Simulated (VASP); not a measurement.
## Al2Cu: single point with PBE

Crystal: Al2Cu.

```
Al Cu
1.0
     3.95632    0.00000    0.00000
     0.00000    3.95632    0.00000
     0.00000    0.00000    2.88473
Al Cu
2 1
Direct
  0.50000 0.00000 0.50000
  0.00000 0.50000 0.50000
  0.00000 0.00000 0.00000
```

| Property | Result |
| --- | --- |
| Program | VASP 6.6.1 |
| Task | single point |
| Functional | PBE |
| Potentials or basis | VASP PAW PBE potentials, release 64 (Al, Cu) |
| Cutoff | 520 eV |
| k mesh | 10 × 10 × 14 |
| Occupations | gaussian, width 0.15 eV |
| Spin | no spin polarisation |
| Dipole correction | no |
| Further INCAR settings | ALGO = Fast; EDIFF = 1e-06; NBANDS = 16 |

The pressure is 9.2 GPa.

Stress tensor (GPa, compression positive):
```
10.85  0.00  0.00
 0.00 10.85  0.00
 0.00  0.00  5.85
```

Levels at points of the mesh, in eV from the Fermi level:
```tsv
k point	band 6	band 7	band 8	band 9	band 10	band 11	band 12	band 13
(0.00, 0.00, 0.00)	-4.27	-2.28	-2.28	0.53	1.08	5.59	7.05	7.05
(0.50, 0.00, 0.00)	-4.31	-4.26	-0.84	1.87	2.10	2.60	7.10	8.86
(0.50, 0.50, 0.00)	-4.30	-4.30	-4.29	-2.47	8.80	8.80	9.04	10.29
(0.00, 0.00, 0.50)	-4.22	-3.21	2.68	2.68	2.89	2.89	3.06	3.09
(0.50, 0.00, 0.50)	-4.26	-3.22	-2.65	-1.80	3.81	4.29	4.62	5.57
(0.50, 0.50, 0.50)	-3.77	-2.28	-2.28	-1.17	-0.95	0.11	0.11	2.39
```

Run time: 110 s on 1 thread of Intel(R) Xeon(R) Platinum 8559C (Emerald Rapids), with other jobs on the host, peak memory 0.24 GiB.
